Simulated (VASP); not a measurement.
# TiRu2 (P6/mmm) in VASP: a series of runs

Runs on TiRu2. Level: PBE. Tasks: single point, relaxation of cell and atoms.

Everything below comes from runs of VASP 6.6.1. Logs are shortened: lines on timing, memory, paths and dates and some standing lists are left out, and cuts for length are marked.

**1. The cell of the first run**

The structure is hexagonal, space group P6/mmm (No. 191). The conventional cell has a = 4.287 Å, b = 4.287 Å, c = 2.824 Å, α = 90.00°, β = 90.00°, γ = 120.00°. Ti (site symmetry 6/mmm) has 2 Ti at 2.82 Å and 12 Ru at 2.85 Å within 3.7 Å. Within 3.3 Å of Ru (site symmetry -6m2) lie 5 Ru at 2.48 to 2.82 Å and 6 Ti at 2.85 Å.

**2. Single point, PBE**

INCAR reads:

```
PREC     = Accurate       # precision mode
ENCUT    = 520            # plane-wave cutoff, eV
EDIFF    = 1E-6           # SCF threshold, eV
ISMEAR   = 0              # smearing method
SIGMA    = 0.1            # smearing width, eV
LREAL    = F              # projectors in reciprocal space
LASPH    = T              # aspherical terms in the spheres
NELM     = 100            # most SCF steps
ALGO     = Normal         # electronic algorithm
ISIF     = 2              # what is computed and relaxed
LWAVE    = F              # write WAVECAR
LCHARG   = T              # write CHGCAR
GGA      = PE             # functional
LELF     = T              # ELF
LVHAR    = T            
NBANDS   = 27             # bands
```

KPOINTS reads:

```
Automatic mesh
0
Gamma
  6 6 6
```

POSCAR reads:

```
TiRu2
1.0
    4.2873298152      0.0000000000      0.0000000000
   -2.1436649076      3.7129365344      0.0000000000
    0.0000000000      0.0000000000      2.8240079073
Ti Ru
1 2
Direct
    0.0000000000      0.0000000000      0.0000000000
    0.3333333333      0.6666666667      0.5000000000
    0.6666666667      0.3333333333      0.5000000000
```

Potentials or basis: VASP PAW PBE potentials, release 64 (Ti_sv, Ru_pv).

On the command line:

```sh
> cat potpaw_PBE.64/Ti_sv/POTCAR potpaw_PBE.64/Ru_pv/POTCAR > POTCAR
> mpirun -np 1 vasp_std > vasp.out
```

OUTCAR:

```text
PREC = Accurate
   ENCUT = 520
   EDIFF = 1E-6
   ISMEAR = 0
   LREAL = F
   LASPH = T
   NELM = 100
   ISIF = 2
   GGA = PE

 ion  position               nearest neighbor table
   1  0.000  0.000  0.000-   2 2.85   3 2.85   2 2.85   3 2.85   3 2.85   3 2.85   2 2.85   2 2.85
                             3 2.85   3 2.85   2 2.85   2 2.85
   2  0.333  0.667  0.500-   3 2.48   3 2.48   3 2.48   1 2.85   1 2.85   1 2.85   1 2.85   1 2.85
                             1 2.85
   3  0.667  0.333  0.500-   2 2.48   2 2.48   2 2.48   1 2.85   1 2.85   1 2.85   1 2.85   1 2.85
                             1 2.85

  LATTYP: Found a hexagonal cell.
 ALAT       =     4.2873298152
 C/A-ratio  =     0.6586868818

  Lattice vectors:

 A1 = (   4.2873298152,   0.0000000000,   0.0000000000)
 A2 = (  -2.1436649076,   3.7129365344,   0.0000000000)
 A3 = (   0.0000000000,   0.0000000000,   2.8240079073)

Analysis of symmetry for initial positions (statically):
=====================================================================
 Subroutine PRICEL returns:
 Original cell was already a primitive cell.

 Routine SETGRP: Setting up the symmetry group for a
 hexagonal supercell.

 Subroutine GETGRP returns: Found 24 space group operations
 (whereof 24 operations were pure point group operations)
 out of a pool of 24 trial point group operations.

The static configuration has the point symmetry D_6h.

Analysis of symmetry for dynamics (positions and initial velocities):
=====================================================================
 Subroutine PRICEL returns:
 Original cell was already a primitive cell.

 Routine SETGRP: Setting up the symmetry group for a
 hexagonal supercell.

 Subroutine GETGRP returns: Found 24 space group operations
 (whereof 24 operations were pure point group operations)
 out of a pool of 24 trial point group operations.

The dynamic configuration has the point symmetry D_6h.

 Subroutine INISYM returns: Found 24 space group operations
 (whereof 24 operations are pure point group operations),
 and found     1 'primitive' translations

----------------------------------------------------------------------------------------

                                     Primitive cell

  volume of cell :      44.9542
[... 86 lines left out ...]
   LNONCOLLINEAR =      F non collinear calculations
   LSORBIT =      F    spin-orbit coupling
   LASPH  =      T    aspherical Exc in radial PAW
   ENCUT  =  520.0 eV  38.22 Ry    6.18 a.u.   7.97  7.97  5.25*2*pi/ulx,y,z
   NELM   =    100;   NELMIN=  2; NELMDL= -5     # of ELM steps
   EDIFF  = 0.1E-05   stopping-criterion for ELM
   LREAL  =      F    real-space projection
   EDIFFG = 0.1E-04   stopping-criterion for IOM
   NSW    =      0    number of steps for IOM
   IBRION =     -1    ionic relax: 0-MD 1-quasi-New 2-CG
   NFREE  =      0    steps in history (QN), initial steepest desc. (CG)
   ISIF   =      2    stress and relaxation
   ISYM   =      2    0-nonsym 1-usesym 2-fastsym
   POTIM  = 0.5000    time-step for ionic-motion
   TEBEG  =    0.0;   TEEND  =   0.0 temperature during run
   PSTRESS=    0.0 pullay stress
   NELECT =      40.0000    total number of electrons
   NUPDOWN=      -1.0000    fix difference up-down
   EMIN   =  10.00;   EMAX   =-10.00  energy-range for DOS
   EFERMI =   0.00;   METHOD = LEGACY
   ISMEAR =     0;   SIGMA  =   0.10  broadening in eV -4-tet -1-fermi 0-gaus
   EFERMI_NEDOS =   21; number of points for ismear=-14 and -15
   IALGO  =     38    algorithm
   IMIX   =      4    mixing-type and parameters
     AMIX     =   0.40;   BMIX     =  1.00
     AMIX_MAG =   1.60;   BMIX_MAG =  1.00
  volume/ion in A,a.u.               =      14.98       101.12
  Fermi-wavevector in a.u.,A,eV,Ry     =   1.574604  2.975570 33.733988  2.479378
  Thomas-Fermi vector in A             =   2.675713
   LORBIT       =      0    0 simple, 1 ext, 2 COOP (PROOUT), +10 PAW based schemes
   GGA     = PE    functional components
   LHFCALC =     F    Hartree Fock is set to
   AEXX    =    0.0000 exact exchange contribution
   IVDW    =     0    specifies the selected vdW correction
   LEPSILON=     F    determine dielectric tensor
   LRPA    =     F    only Hartree local field effects (RPA)
 non-spin polarized calculation
 Gauss-broadening in eV      SIGMA  =   0.10
  energy-cutoff  :      520.00
  volume of cell :       44.95
 maximum number of plane-waves:      1230
 NGX is ok and might be reduce to    32
   NGX = 15   NGY = 15   NGZ = 11

 number of electron      39.9999996 magnetization

 Free energy of the ion-electron system (eV)
  ---------------------------------------------------
  ext. energy  EPLUGINS =         0.00000000
  ---------------------------------------------------
  free energy    TOTEN  =       -26.66440097 eV

  energy without entropy =      -26.65060258  energy(sigma->0) =      -26.65750177

 E-fermi :  10.8222     XC(G=0): -13.0415

 val. band max:       10.8143945312   @ k =   0.3333   0.1667   0.0000
 cond. band min:      10.8334055425   @ k =   0.1667   0.1667   0.1667
 fundamental gap:      0.0190110114
 Fermi energy:        10.8222254111

 k-point     1 :       0.0000    0.0000    0.0000
  band No.  band energies     occupation
      1     -46.1634      2.00000
      2     -32.2453      2.00000
      3     -32.2453      2.00000
      4     -31.6517      2.00000
      5     -31.4827      2.00000
      6     -31.4827      2.00000
[... 709 lines left out ...]
     26      14.6417      0.00000
     27      14.6459      0.00000

 [... further k-points ...]

------------------------ aborting loop because EDIFF is reached ----------------------------------------

  FORCE on cell =-STRESS in cart. coord.  units (eV):
  Direction    XX          YY          ZZ          XY          YZ          ZX
  --------------------------------------------------------------------------------------
  -------------------------------------------------------------------------------------
  Total       -0.0043462     -0.0043462     -0.0584953      0.0000000     -0.0000000      0.0000000
  in kB       -0.1548994     -0.1548994     -2.0847841      0.0000000     -0.0000000      0.0000000
  external PRESSURE =      -0.7981943 kB  Pullay stress =       0.0000000 kB

 VOLUME and BASIS-vectors are now :
 -----------------------------------------------------------------------------
  energy-cutoff  :      520.00
  volume of cell :       44.95
      direct lattice vectors                 reciprocal lattice vectors
     4.287329815  0.000000000  0.000000000     0.233245410  0.134664300  0.000000000
    -2.143664908  3.712936534  0.000000000     0.000000000  0.269328600  0.000000000
     0.000000000  0.000000000  2.824007907     0.000000000  0.000000000  0.354106657

 POSITION                                       TOTAL-FORCE (eV/Angst)
 -----------------------------------------------------------------------------------
      0.00000      0.00000      0.00000         0.000000      0.000000      0.000000
     -0.00000      2.47529      1.41200         0.000000     -0.000000      0.000000
      2.14366      1.23765      1.41200        -0.000000      0.000000     -0.000000
 -----------------------------------------------------------------------------------
    total drift:                               -0.000000      0.000000      0.000000

  FREE ENERGIE OF THE ION-ELECTRON SYSTEM (eV)
  ---------------------------------------------------
  free  energy   TOTEN  =       -26.6644009656 eV

  energy  without entropy=      -26.6506025775  energy(sigma->0) =      -26.65750177
```

stdout:

```text
POSCAR found type information on POSCAR TiRu
 POSCAR found :  2 types and       3 ions
 scaLAPACK will be used
 LDA part: xc-table for (Slater+PW92), standard interpolation
 POSCAR, INCAR and KPOINTS ok, starting setup
 FFT: planning ... GRIDC
 FFT: planning ... GRID_SOFT
 FFT: planning ... GRID
 WAVECAR not read
 entering main loop
```

Run time: 37 s. Hardware: 1 thread of Intel Xeon Platinum 8259CL at 2.50GHz (Skylake/Cascade Lake), shared host; peak memory 0.18 GiB.

What came out:

- Free energy: -26.6644 eV
- Pressure: -0.1 GPa
- Band gap on the k mesh: zero (bands 20 and 21 overlap by 1.22 eV)

Levels at points of the mesh, in eV from the Fermi level:
```
           k point  band 16  band 17  band 18  band 19  band 20  band 21  band 22  band 23  band 24  band 25
(0.00, 0.00, 0.00)    -2.40    -2.40    -1.34    -1.34    -0.04    -0.04    -0.04     0.10     0.10     2.95
(0.50, 0.00, 0.00)    -2.77    -1.97    -1.10    -1.01    -0.13     0.09     0.97     1.69     1.72     2.40
(0.00, 0.00, 0.50)    -2.10    -1.77    -1.77    -1.25    -1.25     2.24     2.76     2.76     2.79     2.79
(0.50, 0.00, 0.50)    -2.56    -1.29    -0.43    -0.07     0.52     0.54     0.65     2.22     2.64     3.07
```

Caveat: the k points lie up to 0.37 Å⁻¹ apart, too coarse for converged energies and pressures of a metal.

[end of part 1 of 2]
